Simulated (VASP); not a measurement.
The system is C.

```xyz
4
Lattice="2.4666 0.0000 0.0000 -1.2333 2.1361 0.0000 0.0000 0.0000 8.5267" Properties=species:S:1:pos:R:3 pbc="T T T"
C     1.2333    2.1361    2.1317
C     0.0000    0.0000    6.3951
C     0.0000    1.4241    2.1317
C     1.2333    0.7120    6.3951
```

Base run:

```yaml
Program: VASP 6.6.1
Functional: PBE
Potentials_or_basis: VASP PAW PBE potentials, release 64 (C)
Cutoff: 520 eV
k_mesh: 14 × 14 × 4
Occupations: fermi-dirac, width 0.05 eV
Spin: no spin polarisation
```

Its results: band gap on the k mesh 1.13 eV, direct; pressure 0.3 GPa.

Problem. The run is repeated on the same cell with these changes: k mesh from 14 × 14 × 4 to 8 × 8 × 3; further incar settings from ALGO = Normal; EDIFF = 1e-06; NBANDS = 16 to ALGO = Normal; EDIFF = 1e-07; NBANDS = 16. What comes out?

Solution. Band gap on the k mesh 1.90 eV, indirect (the least direct gap lies 4.9 meV higher); pressure 0.4 GPa.

Caveats: this functional lacks dispersion, which binds the layers, so the pressure and a relaxed spacing across them are unreliable.

A k mesh can miss the band edges.
